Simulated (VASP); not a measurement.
Crystal: Ti2C.

```
CELL_PARAMETERS angstrom
1.54070 0.88952 4.81377
-1.54070 0.88952 4.81377
0.00000 -1.77905 4.81377
ATOMIC_POSITIONS crystal
Ti 0.24550 0.24550 0.24550
Ti 0.75450 0.75450 0.75450
C 0.50000 0.50000 0.50000
```

Base run:

| Quantity | Value |
| --- | --- |
| Program | VASP 6.6.1 |
| Functional | PBEsol |
| Potentials or basis | VASP PAW PBE potentials, release 64 (Ti_sv, C) |
| Cutoff | 520 eV |
| k mesh | 9 × 9 × 9 |
| Occupations | gaussian, width 0.1 eV |
| Spin | no spin polarisation |

Its results: band gap on the k mesh zero (bands 14 and 15 overlap by 0.81 eV); pressure -4.5 GPa; largest force 0.159 eV/Å.

Problem. The run is repeated on the same cell with these changes: k mesh from 9 × 9 × 9 to 3 × 3 × 3. What comes out?

Solution. Band gap on the k mesh zero (bands 14 and 15 overlap by 0.36 eV); pressure -5.1 GPa; largest force 0.198 eV/Å.

Caveats: some runs use coarse meshes; the PAW data sets were made with another functional, which shifts forces and pressure a little; the cell stands under tension (at least some runs).
